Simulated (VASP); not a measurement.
# Y (P6_3/mmc) in VASP: notebook

Y is run at these levels: LDA; tasks: single point, relaxation of cell and atoms.

All numbers are computed with VASP 6.6.1; they aren't measurements. Logs are shortened: lines on timing, memory, paths and dates and some standing lists are left out, and cuts for length are marked.

**1. The cell of the first run**

It takes space group P6_3/mmc (No. 194, hexagonal). Conventional cell: a = 3.548 Å, b = 3.548 Å, c = 5.494 Å, α = 90.00°, β = 90.00°, γ = 120.00°. Within 4.5 Å of Y (site symmetry -6m2) lie 12 Y at 3.43 to 3.55 Å.

**2. Single point, LDA**

Input file INCAR:

```
PREC = Accurate ; ENCUT = 520
EDIFF = 1E-7 ; ISMEAR = 0
SIGMA = 0.1 ; LREAL = F
LASPH = T ; NELM = 80
ALGO = Normal ; ISIF = 2
LWAVE = F ; LCHARG = T
GGA = CA ; LELF = T
LVHAR = T ; NBANDS = 18
```

Input file KPOINTS:

```
Automatic mesh
0
Gamma
  12 12 6
```

Input file POSCAR:

```
Y
1.0
    3.5482272144      0.0000000028      0.0000000000
   -1.7741136096      3.0728549047      0.0000000000
    0.0000000000      0.0000000000      5.4939794183
Y
2
Direct
    0.3333333333      0.6666666667      0.2500000000
    0.6666666667      0.3333333333      0.7500000000
```

Potentials or basis: VASP PAW LDA potentials, release 64 (Y_sv).

Command:

```bash
cat potpaw_LDA.64/Y_sv/POTCAR > POTCAR
mpirun -np 1 vasp_std > vasp.out
```

OUTCAR:

```text
PREC = Accurate
   ENCUT = 520
   EDIFF = 1E-7
   ISMEAR = 0
   LREAL = F
   LASPH = T
   NELM = 80
   ISIF = 2
   GGA = CA

 ion  position               nearest neighbor table
   1  0.333  0.667  0.250-   2 3.43   2 3.43   2 3.43   2 3.43   2 3.43   2 3.43
   2  0.667  0.333  0.750-   1 3.43   1 3.43   1 3.43   1 3.43   1 3.43   1 3.43

  LATTYP: Found a hexagonal cell.
 ALAT       =     3.5482272144
 C/A-ratio  =     1.5483730568

  Lattice vectors:

 A1 = (   3.5482272144,   0.0000000028,   0.0000000000)
 A2 = (  -1.7741136096,   3.0728549047,   0.0000000000)
 A3 = (   0.0000000000,   0.0000000000,   5.4939794183)

Analysis of symmetry for initial positions (statically):
=====================================================================
 Subroutine PRICEL returns:
 Original cell was already a primitive cell.

 Routine SETGRP: Setting up the symmetry group for a
 hexagonal supercell.

 Subroutine GETGRP returns: Found 24 space group operations
 (whereof 12 operations were pure point group operations)
 out of a pool of 24 trial point group operations.

The static configuration has the point symmetry D_3d.
 The point group associated with its full space group is D_6h.

Analysis of symmetry for dynamics (positions and initial velocities):
=====================================================================
 Subroutine PRICEL returns:
 Original cell was already a primitive cell.

 Routine SETGRP: Setting up the symmetry group for a
 hexagonal supercell.

 Subroutine GETGRP returns: Found 24 space group operations
 (whereof 12 operations were pure point group operations)
 out of a pool of 24 trial point group operations.

The dynamic configuration has the point symmetry D_3d.
 The point group associated with its full space group is D_6h.

 Subroutine INISYM returns: Found 24 space group operations
 (whereof 12 operations are pure point group operations),
 and found     1 'primitive' translations

----------------------------------------------------------------------------------------

                                     Primitive cell

  volume of cell :      59.9019

  direct lattice vectors                    reciprocal lattice vectors
     3.548227214  0.000000003  0.000000000     0.281830880  0.162715135  0.000000000
    -1.774113610  3.072854905  0.000000000    -0.000000000  0.325430269  0.000000000
     0.000000000  0.000000000  5.493979418     0.000000000  0.000000000  0.182017427

  length of vectors
     3.548227214  3.548227214  5.493979418     0.325430269  0.325430269  0.182017427

  position of ions in fractional coordinates (direct lattice)
     0.333333333  0.666666667  0.250000000
     0.666666667  0.333333333  0.750000000

  ion indices of the primitive-cell ions
   primitive index   ion index
                 1           1
                 2           2

----------------------------------------------------------------------------------------

 KPOINTS: Automatic mesh

Automatic generation of k-mesh.
 Grid dimensions read from file:
 generate k-points for:   12   12    6

 Generating k-lattice:

  Cartesian coordinates                     Fractional coordinates (reciprocal lattice)
     0.023485907  0.013559595  0.000000000     0.083333333 -0.000000000  0.000000000
    -0.000000000  0.027119189  0.000000000     0.000000000  0.083333333  0.000000000
     0.000000000  0.000000000  0.030336238     0.000000000  0.000000000  0.166666667

  Length of vectors
     0.027119189  0.027119189  0.030336238

  Shift w.r.t. Gamma in fractional coordinates (k-lattice)
     0.000000000  0.000000000  0.000000000

 Subroutine IBZKPT returns following result:
 ===========================================

 Found     76 irreducible k-points:

 Following reciprocal coordinates:
            Coordinates               Weight
  0.000000  0.000000  0.000000      1.000000
  0.083333  0.000000  0.000000      6.000000
  0.166667  0.000000  0.000000      6.000000
  0.250000  0.000000  0.000000      6.000000
  0.333333  0.000000  0.000000      6.000000
  0.416667  0.000000  0.000000      6.000000
[... 16 lines left out ...]
  0.250000  0.000000  0.166667     12.000000
  0.333333  0.000000  0.166667     12.000000
 [... further k-points ...]
   k-points           NKPTS =     76   k-points in BZ     NKDIM =     76   number of bands    NBANDS=     18
   number of dos      NEDOS =    301   number of ions     NIONS =      2
   total plane-waves  NPLWV =  32928
   dimension x,y,z NGX =    28 NGY =   28 NGZ =   42
   dimension x,y,z NGXF=    56 NGYF=   56 NGZF=   84
   ions per type =               2
   NGX,Y,Z   is equivalent  to a cutoff of  13.12, 13.12, 12.71 a.u.
   NGXF,Y,Z  is equivalent  to a cutoff of  26.24, 26.24, 25.42 a.u.
 SYSTEM =  unknown system
   PREC   = accura    normal or accurate (medium, high low for compatibility)
   ISTART =      0    job   : 0-new  1-cont  2-samecut
   ICHARG =      2    charge: 1-file 2-atom 10-const
   ISPIN  =      1    spin polarized calculation?
   LNONCOLLINEAR =      F non collinear calculations
   LSORBIT =      F    spin-orbit coupling
   LASPH  =      T    aspherical Exc in radial PAW
   ENCUT  =  520.0 eV  38.22 Ry    6.18 a.u.   6.60  6.60 10.22*2*pi/ulx,y,z
   NELM   =     80;   NELMIN=  2; NELMDL= -5     # of ELM steps
   EDIFF  = 0.1E-06   stopping-criterion for ELM
   LREAL  =      F    real-space projection
   EDIFFG = 0.1E-05   stopping-criterion for IOM
   NSW    =      0    number of steps for IOM
   IBRION =     -1    ionic relax: 0-MD 1-quasi-New 2-CG
   NFREE  =      0    steps in history (QN), initial steepest desc. (CG)
   ISIF   =      2    stress and relaxation
   ISYM   =      2    0-nonsym 1-usesym 2-fastsym
   POTIM  = 0.5000    time-step for ionic-motion
   TEBEG  =    0.0;   TEEND  =   0.0 temperature during run
   PSTRESS=    0.0 pullay stress
   NELECT =      22.0000    total number of electrons
   NUPDOWN=      -1.0000    fix difference up-down
   EMIN   =  10.00;   EMAX   =-10.00  energy-range for DOS
   EFERMI =   0.00;   METHOD = LEGACY
   ISMEAR =     0;   SIGMA  =   0.10  broadening in eV -4-tet -1-fermi 0-gaus
   EFERMI_NEDOS =   21; number of points for ismear=-14 and -15
   IALGO  =     38    algorithm
   IMIX   =      4    mixing-type and parameters
     AMIX     =   0.40;   BMIX     =  1.00
     AMIX_MAG =   1.60;   BMIX_MAG =  1.00
  volume/ion in A,a.u.               =      29.95       202.12
  Fermi-wavevector in a.u.,A,eV,Ry     =   1.172381  2.215479 18.700908  1.374478
  Thomas-Fermi vector in A             =   2.308811
   LORBIT       =      0    0 simple, 1 ext, 2 COOP (PROOUT), +10 PAW based schemes
   GGA     = CA    functional components
   LHFCALC =     F    Hartree Fock is set to
   AEXX    =    0.0000 exact exchange contribution
   IVDW    =     0    specifies the selected vdW correction
   LEPSILON=     F    determine dielectric tensor
   LRPA    =     F    only Hartree local field effects (RPA)
 non-spin polarized calculation
 Gauss-broadening in eV      SIGMA  =   0.10
  energy-cutoff  :      520.00
  volume of cell :       59.90
 maximum number of plane-waves:      1644
 NGX is ok and might be reduce to    28
   NGX = 13   NGY = 13   NGZ = 21

 number of electron      21.9999999 magnetization

 Free energy of the ion-electron system (eV)
  ---------------------------------------------------
  ext. energy  EPLUGINS =         0.00000000
  ---------------------------------------------------
  free energy    TOTEN  =       -13.90314827 eV

  energy without entropy =      -13.88549222  energy(sigma->0) =      -13.89432025

 E-fermi :   3.3110     XC(G=0): -10.0070

 val. band max:        3.3014497966   @ k =   0.2500   0.0000   0.0000
 cond. band min:       3.3119185023   @ k =   0.5000   0.0000   0.3333
 fundamental gap:      0.0104687057
 Fermi energy:         3.3110364814

 k-point     1 :       0.0000    0.0000    0.0000
  band No.  band energies     occupation
      1     -38.9564      2.00000
      2     -38.8389      2.00000
      3     -19.4966      2.00000
      4     -18.8439      2.00000
      5     -18.8439      2.00000
      6     -18.7149      2.00000
[... 10 lines left out ...]
     17       6.1313      0.00000
     18       6.1313      0.00000

 k-point     2 :       0.0833    0.0000    0.0000
  band No.  band energies     occupation
      1     -38.9512      2.00000
      2     -38.8372      2.00000
      3     -19.4796      2.00000
      4     -18.8776      2.00000
      5     -18.8557      2.00000
      6     -18.7506      2.00000
[... 10 lines left out ...]
     17       5.9323      0.00000
     18       5.9765      0.00000

 k-point     3 :       0.1667    0.0000    0.0000
  band No.  band energies     occupation
      1     -38.9368      2.00000
      2     -38.8331      2.00000
      3     -19.4310      2.00000
      4     -18.9697      2.00000
      5     -18.8866      2.00000
      6     -18.8452      2.00000
[... 10 lines left out ...]
     17       6.2177      0.00000
     18       6.2930      0.00000

 k-point     4 :       0.2500    0.0000    0.0000
  band No.  band energies     occupation
      1     -38.9160      2.00000
      2     -38.8284      2.00000
      3     -19.3572      2.00000
      4     -19.0961      2.00000
      5     -18.9684      2.00000
      6     -18.9268      2.00000
[... 10 lines left out ...]
     17       6.7769      0.00000
     18       6.9421      0.00000

 k-point     5 :       0.3333    0.0000    0.0000
  band No.  band energies     occupation
      1     -38.8932      2.00000
      2     -38.8255      2.00000
      3     -19.2695      2.00000
      4     -19.2225      2.00000
      5     -19.0855      2.00000
      6     -18.9654      2.00000
[... 10 lines left out ...]
     17       7.5120      0.00000
     18       7.7416      0.00000

 k-point     6 :       0.4167    0.0000    0.0000
  band No.  band energies     occupation
      1     -38.8740      2.00000
      2     -38.8259      2.00000
      3     -19.3145      2.00000
      4     -19.1869      2.00000
      5     -19.1680      2.00000
      6     -18.9927      2.00000
[... 10 lines left out ...]
     17       8.4806      0.00000
     18       8.5529      0.00000

 k-point     7 :       0.5000    0.0000    0.0000
  band No.  band energies     occupation
      1     -38.8657      2.00000
      2     -38.8273      2.00000
      3     -19.3481      2.00000
      4     -19.1976      2.00000
      5     -19.1476      2.00000
      6     -19.0026      2.00000
[... 10 lines left out ...]
     17       9.0915      0.00000
     18       9.3245      0.00000

 k-point     8 :       0.0833    0.0833    0.0000
  band No.  band energies     occupation
      1     -38.9414      2.00000
      2     -38.8343      2.00000
      3     -19.4468      2.00000
      4     -18.9333      2.00000
      5     -18.8909      2.00000
      6     -18.8041      2.00000
[... 10 lines left out ...]
     17       6.0004      0.00000
     18       6.2313      0.00000
[... 229 lines left out ...]
     17       8.3826      0.00000
     18       8.8614      0.00000

 k-point    20 :       0.0000    0.0000    0.1667
  band No.  band energies     occupation
      1     -38.9486      2.00000
      2     -38.8468      2.00000
      3     -19.4441      2.00000
      4     -18.8353      2.00000
      5     -18.8353      2.00000
      6     -18.7236      2.00000
[... 10 lines left out ...]
     17       6.4753      0.00000
     18       6.4753      0.00000

 k-point    21 :       0.0833    0.0000    0.1667
  band No.  band energies     occupation
      1     -38.9437      2.00000
      2     -38.8450      2.00000
      3     -19.4304      2.00000
      4     -18.8672      2.00000
      5     -18.8466      2.00000
      6     -18.7803      2.00000
[... 10 lines left out ...]
     17       6.3834      0.00000
     18       6.4418      0.00000

 k-point    22 :       0.1667    0.0000    0.1667
  band No.  band energies     occupation
      1     -38.9299      2.00000
      2     -38.8401      2.00000
      3     -19.3930      2.00000
      4     -18.9538      2.00000
      5     -18.8824      2.00000
      6     -18.8763      2.00000
[... 10 lines left out ...]
     17       6.3760      0.00000
     18       6.5539      0.00000

 k-point    23 :       0.2500    0.0000    0.1667
  band No.  band energies     occupation
      1     -38.9101      2.00000
      2     -38.8343      2.00000
      3     -19.3456      2.00000
      4     -19.0668      2.00000
      5     -19.0028      2.00000
      6     -18.9151      2.00000
[... 10 lines left out ...]
     17       6.8742      0.00000
     18       6.9248      0.00000

 k-point    24 :       0.3333    0.0000    0.1667
  band No.  band energies     occupation
      1     -38.8887      2.00000
      2     -38.8301      2.00000
      3     -19.3287      2.00000
      4     -19.1589      2.00000
      5     -19.0942      2.00000
      6     -18.9523      2.00000
[... 10 lines left out ...]
     17       7.5314      0.00000
     18       7.6022      0.00000

 [... further k-points ...]

------------------------ aborting loop because EDIFF is reached ----------------------------------------

  FORCE on cell =-STRESS in cart. coord.  units (eV):
  Direction    XX          YY          ZZ          XY          YZ          ZX
  --------------------------------------------------------------------------------------
  -------------------------------------------------------------------------------------
  Total       -0.0531671     -0.0531671     -0.0479047     -0.0000000      0.0000000     -0.0000000
  in kB       -1.4220431     -1.4220431     -1.2812917     -0.0000000      0.0000000     -0.0000000
  external PRESSURE =      -1.3751260 kB  Pullay stress =       0.0000000 kB

 VOLUME and BASIS-vectors are now :
 -----------------------------------------------------------------------------
  energy-cutoff  :      520.00
  volume of cell :       59.90
      direct lattice vectors                 reciprocal lattice vectors
     3.548227214  0.000000003  0.000000000     0.281830880  0.162715135  0.000000000
    -1.774113610  3.072854905  0.000000000    -0.000000000  0.325430269  0.000000000
     0.000000000  0.000000000  5.493979418     0.000000000  0.000000000  0.182017427

 POSITION                                       TOTAL-FORCE (eV/Angst)
 -----------------------------------------------------------------------------------
     -0.00000      2.04857      1.37349         0.000000     -0.000000      0.000000
      1.77411      1.02428      4.12048        -0.000000      0.000000      0.000000
 -----------------------------------------------------------------------------------
    total drift:                               -0.000000      0.000000     -0.000000

  FREE ENERGIE OF THE ION-ELECTRON SYSTEM (eV)
  ---------------------------------------------------
  free  energy   TOTEN  =       -13.9031482737 eV

  energy  without entropy=      -13.8854922248  energy(sigma->0) =      -13.89432025
```

It took 2.6 min on 1 thread of Oxide Virtual Turin-like, shared host; peak memory 0.18 GiB.

Results:

```
Free energy            : -13.9031 eV
Pressure               : -0.1 GPa
Band gap on the k mesh : zero (bands 11 and 12 overlap by 1.79 eV)
```

**3. Single point, LDA**

This run uses another cell than the first one, of 30.08 Å³/atom.

Input file INCAR:

```
SYSTEM = Y
PREC = Accurate
ENCUT = 520
EDIFF = 1E-7
ISMEAR = -1
SIGMA = 0.15
LREAL = .FALSE.
LASPH = .TRUE.
NELM = 60
ALGO = Normal
ISIF = 2
LWAVE = .FALSE.
LCHARG = .FALSE.
NBANDS = 18
```

Input file KPOINTS:

```
regular mesh
0
G
  12 12 6
  0 0 0
```

Input file POSCAR:

```
Y
1.0
    3.5382605114      0.0000000028      0.0000000000
   -1.7691302581      3.0642234867      0.0000000000
    0.0000000000      0.0000000000      5.5493084255
Y
2
Direct
    0.3333333333      0.6666666667      0.2500000000
    0.6666666667      0.3333333333      0.7500000000
```

Potentials or basis: VASP PAW LDA potentials, release 64 (Y_sv).

Command:

```bash
cat potpaw_LDA.64/Y_sv/POTCAR > POTCAR
mpirun -np 1 vasp_std > vasp.out
```

Wall time 2.1 min (1 thread of Oxide Virtual Turin-like, shared host); peak memory 0.18 GiB.

Results (log left out):

```yaml
Free_energy: -14.0208 eV
Pressure: -0.1 GPa
Band_gap_on_the_k_mesh: zero (bands 11 and 12 overlap by 1.66 eV)
```

Levels at points of the mesh, in eV from the Fermi level:
```
           k point  band 9  band 10  band 11  band 12  band 13  band 14
(0.00, 0.00, 0.00)   -4.81    -2.01     1.26     1.77     1.77     2.10
(0.50, 0.00, 0.00)   -1.71    -1.37    -0.96     0.10     1.46     1.53
(0.00, 0.00, 0.50)   -3.25    -3.25     0.97     0.97     1.68     1.68
(0.50, 0.00, 0.50)   -1.80    -1.80     0.03     0.03     1.67     1.67
```

**4. Relaxation of cell and atoms, LDA**

Input file INCAR:

```
ALGO = Normal ; EDIFF = 1E-7
EDIFFG = -0.002 ; ENCUT = 600
GGA = CA ; IBRION = 2
ISIF = 3 ; ISMEAR = 0
LASPH = T ; LCHARG = F
LREAL = F ; LWAVE = F
NELM = 60 ; NSW = 100
PREC = Accurate ; SIGMA = 0.1
```

Input file KPOINTS:

```
k-points
0
Gamma
  12 12 6
```

Input file POSCAR:

```
Y
1.0
    3.5482272144      0.0000000028      0.0000000000
   -1.7741136096      3.0728549047      0.0000000000
    0.0000000000      0.0000000000      5.4939794183
Y
2
Direct
    0.3333333333      0.6666666667      0.2500000000
    0.6666666667      0.3333333333      0.7500000000
```

Command:

```bash
cat potpaw_LDA.64/Y_sv/POTCAR > POTCAR
mpirun -np 1 vasp_std > vasp.out
```

Wall time 5.8 min (1 thread of Oxide Virtual Turin-like, shared host); peak memory 0.2 GiB.

Results (log left out):

```
Free energy                           : -13.9032 eV
Relaxed volume                        : 29.86 Å³/atom
Relaxed cell                          : a = 3.544 Å, b = 3.544 Å, c = 5.489 Å, α = 90.00°, β = 90.00°, γ = 120.00°
Space group after relaxing (to 0.1 Å) : P6_3/mmc (No. 194)
Energy gained by relaxing             : 0.0 meV/atom
Ionic steps                           : 5
Pressure after relaxing               : 0.0 GPa
Band gap on the k mesh                : zero (bands 11 and 12 overlap by 1.80 eV)
```

Final structure:
```yaml
crystal:
  lattice:
    - [3.54426, 0.00000, 0.00000]
    - [-1.77213, 3.06942, 0.00000]
    - [0.00000, 0.00000, 5.48938]
  atoms:
    - { symbol: Y, position: [0.33333, 0.66667, 0.25000] }
    - { symbol: Y, position: [0.66667, 0.33333, 0.75000] }
```

Levels at points of the mesh, in eV from the Fermi level:
```
           k point  band 8  band 9  band 10  band 11  band 12  band 13  band 14  band 15
(0.00, 0.00, 0.00)  -21.96   -4.83    -2.04     1.36     1.72     1.72     2.19     2.43
(0.50, 0.00, 0.00)  -22.09   -1.75    -1.42    -0.97     0.06     1.38     1.58     2.27
(0.00, 0.00, 0.50)  -22.08   -3.25    -3.25     1.01     1.01     1.62     1.62     1.62
(0.50, 0.00, 0.50)  -22.16   -1.83    -1.83     0.03     0.03     1.68     1.68     2.87
```

**5. Overview**

| task | cell | cutoff (eV) | smearing | gap on the mesh (eV) | pressure (GPa) |
| --- | --- | --- | --- | --- | --- |
| single point | a = 3.548, b = 3.548, c = 5.494 Å, angles 90.0, 90.0, 120.0°, 2 atoms | 520 | gaussian 0.1 eV | none | -0.1 |
| single point | a = 3.538, b = 3.538, c = 5.549 Å, angles 90.0, 90.0, 120.0°, 2 atoms | 520 | fermi-dirac 0.15 eV | none | -0.1 |
| relaxation of cell and atoms | relaxed from a = 3.548, b = 3.548, c = 5.494 Å, angles 90.0, 90.0, 120.0°, 2 atoms | 600 | gaussian 0.1 eV | none | 0.0 |

Alike in all rows: level LDA; potentials or basis VASP PAW LDA potentials, release 64 (Y_sv); no spin polarisation; k mesh 12 × 12 × 6.

Absolute energies hang on the potentials; compare differences alone.
